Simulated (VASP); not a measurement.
Input of a VASP 6.6.1 run:

File INCAR:

```
SYSTEM = Ti2TeO
PREC     = Accurate       ! precision mode
ENCUT    = 520            ! plane-wave cutoff, eV
EDIFF    = 1E-6           ! SCF threshold, eV
ISMEAR   = 0              ! smearing method
SIGMA    = 0.1            ! smearing width, eV
LREAL    = .FALSE.        ! projectors in reciprocal space
LASPH    = .TRUE.         ! aspherical terms in the spheres
NELM     = 100            ! most SCF steps
ALGO     = Normal         ! electronic algorithm
ISIF     = 2              ! what is computed and relaxed
LWAVE    = .FALSE.        ! write WAVECAR
LCHARG   = .FALSE.        ! write CHGCAR
GGA      = PE             ! functional
NBANDS   = 26             ! bands
```

Contents of KPOINTS:

```
regular mesh
0
G
  6 6 4
  0 0 0
```

File POSCAR:

```
Ti2TeO
1.0
    3.4356954047      0.0000000000      0.0000000000
   -1.7178477023      2.9753995001      0.0000000000
    0.0000000000      0.0000000000      5.6297328244
Ti Te O
2 1 1
Direct
    0.3333333333      0.6666666667      0.2500000000
    0.6666666667      0.3333333333      0.7500000000
    0.0000000000      0.0000000000      0.0000000000
    0.0000000000      0.0000000000      0.5000000000
```

Potentials or basis: VASP PAW PBE potentials, release 64 (Ti_sv, Te, O).

Launch:

```console
$ cat potpaw_PBE.64/Ti_sv/POTCAR potpaw_PBE.64/Te/POTCAR potpaw_PBE.64/O/POTCAR > POTCAR
$ mpirun -np 1 vasp_std > vasp.out
```

Task: Estimate the largest force.

Result: 5.968 eV/Å.

Task: Predict the pressure.

Result: 31.2 GPa.

Task: Predict the band gap on the k mesh.

Result: Zero (band 18 reaches 11.84 eV, above the bottom of band 19 at 10.62 eV).

Stress tensor (GPa, compression positive):
```
25.42  0.00  0.00
 0.00 25.42  0.00
 0.00  0.00 42.65
```

Caveat: spin-orbit coupling is left out, which moves the levels of the heavy elements; semilocal functionals often make such compounds metallic where correlation or magnetic order opens a gap, which also shifts bond lengths; forces of over 1 eV/Å act on the atoms, so gaps and moduli don't describe the material at rest.
